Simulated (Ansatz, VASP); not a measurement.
# MnO2 in VASP and in Ansatz

```
Mn O
1.0
     2.85658    0.00000    0.00000
    -1.42829    2.47387    0.00000
     0.00000    0.00000    4.60137
Mn O
1 2
Direct
  0.00000 0.00000 0.50000
  0.33333 0.66667 0.70629
  0.66667 0.33333 0.29371
```

Alike in both runs: functional PBEsol; k mesh 11 × 11 × 6; occupations fermi-dirac, width 0.05 eV; collinear spin.

|  | VASP | Ansatz |
| --- | --- | --- |
| version | VASP 6.6.1 | Ansatz 0.2.0 |
| potentials or method | VASP PAW PBE potentials, release 64 (Mn_pv, O), cutoff 520 eV | all-electron LAPW, scalar-relativistic |
| task | single point | band structure |

|  | VASP | Ansatz | Ansatz less VASP |
| --- | --- | --- | --- |
| gap on the k mesh at the Fermi level (eV) | 0.70 | 0.75 | +0.049 |
| least direct gap on the mesh (eV) | 0.75 | 0.80 | +0.050 |
| pressure (GPa) | -1.2 | -2.1 | -0.91 |
| traceless stress, the component that is largest in VASP (GPa) | 1.16 | 1.58 | +0.418 |
| rms of the force components (eV/Å) | 0.038 | 0.076 | +0.0379 |
| net moment per atom (μB) | 1.00 | 1.00 | 0.000 |
| size of the moment on the site where the two differ most (μB) | 2.84 | 2.72 | -0.113 |

VASP's potentials were made for PBE, not for PBEsol. Site moments also hang on the region over which each program counts them. Atom by atom the forces differ by 0.038 eV/Å (rms over components). Ansatz ran all-electron here, and VASP with PAW potentials.
